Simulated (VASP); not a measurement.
GeCl3, 8 atoms in the cell. The structure is cubic, space group Pm-3n (No. 223). The conventional cell has a = 5.495 Å, b = 5.495 Å, c = 5.495 Å, α = 90.00°, β = 90.00°, γ = 90.00°. Ge (site symmetry m-3) has 12 Cl at 3.07 Å within 4.0 Å. Within 3.6 Å of Cl (site symmetry -4m2) lie 10 Cl at 2.75 to 3.37 Å and 4 Ge at 3.07 Å. The cell was generated, and may not be a known phase.

| Quantity | Value |
| --- | --- |
| Program | VASP 6.6.1 |
| Task | single point |
| Functional | PBE |
| Potentials or basis | VASP PAW PBE potentials, release 64 (Ge_d, Cl) |
| Cutoff | 520 eV |
| k mesh | 8 × 8 × 8 |
| Occupations | gaussian, width 0.1 eV |
| Spin | no spin polarisation |
| Dipole correction | no |
| Further INCAR settings | ALGO = Fast; EDIFF = 1e-07; NBANDS = 45 |

Potentials or basis: VASP PAW PBE potentials, release 64 (Ge_d, Cl).

Launch:

```bash
$ cat potpaw_PBE.64/Ge_d/POTCAR potpaw_PBE.64/Cl/POTCAR > POTCAR
$ mpirun -np 1 vasp_std > vasp.out
```

Hardware: 1 thread of Oxide Virtual Turin-like Processor, on a shared host.

**Question.** How long does it take, and how much memory?

**Answer.** Wall time 14 min on 1 thread of Oxide Virtual Turin-like Processor, with other jobs on the host, peak memory 0.34 GiB. Counts: scf iterations 26, k points 35.
